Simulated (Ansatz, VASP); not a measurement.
**One calculation of MgO, two programs**

File INCAR:

```
  PREC = Accurate
  ENCUT = 520
  EDIFF = 1E-6
  ISMEAR = 0
  SIGMA = 0.05
  LREAL = False
  LASPH = True
  NELM = 80
  ALGO = Normal
  ISIF = 2
  LWAVE = False
  LCHARG = False
  GGA = PE
  NBANDS = 36
```

KPOINTS

```
regular mesh
0
Gamma
  9 9 2
```

The input POSCAR:

```
MgO
1.0
    2.1351500000     -2.1351500000      0.0000000000
    2.1351500000      0.0000000000     -2.1351500000
    9.2523166667      8.5406000000      7.8288833333
Mg O
6 6
Direct
    0.6666666667      0.6527777778      0.0416666667
    0.0000000000     -0.2916666667      0.8750000000
    0.3333333333      0.2638888889      0.2083333333
    0.6666666667      0.4861111111      0.5416666667
    0.0000000000     -0.1250000000      0.3750000000
    0.3333333333      0.0972222222      0.7083333333
    0.6666666667      0.5694444444      0.2916666667
    0.0000000000     -0.0416666667      0.1250000000
    0.3333333333      0.1805555556      0.4583333333
    0.6666666667      0.4027777778      0.7916666667
    1.0000000000      0.7916666667      0.6250000000
    0.3333333333      0.0138888889      0.9583333333
```

Input for Ansatz:

```yaml
crystal:
  lattice:
    - [2.13515, -2.13515, 0.0]
    - [2.13515, 0.0, -2.13515]
    - [9.2523166667, 8.5406, 7.8288833333]
  atoms:
    - { symbol: Mg, position: [0.6666666667, 0.6527777778, 0.0416666667] }
    - { symbol: Mg, position: [0.0, -0.2916666667, 0.875] }
    - { symbol: Mg, position: [0.3333333333, 0.2638888889, 0.2083333333] }
    - { symbol: Mg, position: [0.6666666667, 0.4861111111, 0.5416666667] }
    - { symbol: Mg, position: [0.0, -0.125, 0.375] }
    - { symbol: Mg, position: [0.3333333333, 0.0972222222, 0.7083333333] }
    - { symbol: O, position: [0.6666666667, 0.5694444444, 0.2916666667] }
    - { symbol: O, position: [0.0, -0.0416666667, 0.125] }
    - { symbol: O, position: [0.3333333333, 0.1805555556, 0.4583333333] }
    - { symbol: O, position: [0.6666666667, 0.4027777778, 0.7916666667] }
    - { symbol: O, position: [1.0, 0.7916666667, 0.625] }
    - { symbol: O, position: [0.3333333333, 0.0138888889, 0.9583333333] }
basis:
  ecutwfc: 420
kpoints:
  mp_grid: { grid: [9, 9, 2] }
hamiltonian:
  xc: pbe
scf:
  occupations: { method: gaussian, width: 0.05 }
output:
  forces: true
  stress: true
  eigenvalues: true
```

Alike in both runs: task single point; functional PBE; k mesh 9 × 9 × 2; occupations gaussian, width 0.05 eV; no spin polarisation.

|  | VASP | Ansatz |
| --- | --- | --- |
| version | VASP 6.6.1 | Ansatz 0.2.0 |
| potentials or method | VASP PAW PBE potentials, release 64 (Mg, O), cutoff 520 eV | scalar-relativistic, plane waves, PAW |
| valence electrons in the cell | 48 | 96 |

|  | VASP | Ansatz | Ansatz less VASP |
| --- | --- | --- | --- |
| gap on the k mesh at the Fermi level (eV) | 4.00 | 4.02 | +0.013 |
| least direct gap on the mesh (eV) | 4.00 | 4.02 | +0.013 |
| pressure (GPa) | 5.0 | 5.4 | +0.46 |
| traceless stress, the component that is largest in VASP (GPa) | 9.20 | 8.88 | -0.319 |
| rms of the force components (eV/Å) | 2.278 | 2.197 | -0.0811 |

Atom by atom the forces differ by 0.081 eV/Å (rms over components). With one functional, cell and mesh, what is left measures potentials, basis and numerics. VASP's potentials hold 48 valence electrons a cell and Ansatz's 96, so a difference there can come from the potentials and not from the codes.
